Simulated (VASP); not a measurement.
Runs of VASP 6.6.1 on GaN. The structure is that of space group F-43m (No. 216), or close to it. The cells are those of the table. 

| level | potentials or basis | cell | k mesh | cutoff (eV) | grid for exact exchange (PRECFOCK) | share of exact exchange | screening parameter | gap on the mesh (eV) | pressure (GPa) |
| --- | --- | --- | --- | --- | --- | --- | --- | --- | --- |
| LDA | VASP PAW LDA potentials, release 64 (Ga_d, N_h) | a = 3.150 Å, angles 60.0°, 2 atoms | 10 × 10 × 10 | 1330 | - | - | - | 1.97 | 1.0 |
| PBEsol-based global hybrid with 25 % exact exchange | VASP PAW PBE potentials, release 64 (Ga_d, N) | a = 3.144 Å, angles 60.0°, 2 atoms | 5 × 5 × 5 | 520 | Normal | 0.25 | - | 4.00 | 2.4 |
| PBE-based screened hybrid with 15 % exact exchange | VASP PAW PBE potentials, release 64 (Ga_d, N) | a = 3.187 Å, angles 60.0°, 2 atoms | 6 × 6 × 6 | 520 | Normal | 0.15 | 0.20787 1/Å | 2.46 | 1.2 |
| BLYP+D4 | VASP PAW PBE potentials, release 64 (Ga_d, N_h) | a = 3.182 Å, angles 60.0°, 2 atoms | 10 × 10 × 10 | 1330 | - | - | - | 1.85 | (a) |
| PBEsol-based global hybrid with 25 % exact exchange | VASP PAW PBE potentials, release 64 (Ga_d, N) | a = 3.187 Å, angles 60.0°, 2 atoms | 5 × 5 × 5 | 520 | Normal | 0.25 | - | 3.69 | -5.9 |
| PBE-based screened hybrid with 25 % exact exchange | VASP PAW PBE potentials, release 64 (Ga_d, N) | a = 3.187 Å, angles 60.0°, 2 atoms | 6 × 6 × 6 | 520 | Normal | 0.25 | 0.20787 1/Å | (b) | -1.3 |
| r2SCAN+rVV10 | VASP PAW PBE potentials, release 64 (Ga_d, N_h) | a = 3.122 Å, angles 60.0°, 2 atoms | 10 × 10 × 10 | 1460 | - | - | - | 2.49 | 12.1 |
| PBE-based screened hybrid with 50 % exact exchange | VASP PAW PBE potentials, release 64 (Ga_d, N) | a = 3.187 Å, angles 60.0°, 2 atoms | 6 × 6 × 6 | 520 | Normal | 0.5 | 0.20787 1/Å | 4.35 | -7.0 |

Alike in all rows: task single point; no spin polarisation; smearing fermi-dirac 0.05 eV.

Task: Estimate the missing entries.

Result: (a) 1.7; (b) 2.98.

Caveats: some runs use coarse meshes; the PAW data sets were made with another functional, which shifts forces and pressure a little (at least some runs); the cell stands under pressure (at least some runs); the cell stands under tension (at least some runs).

A k mesh can miss the band edges, and the runs leave out spin-orbit coupling on Ga.
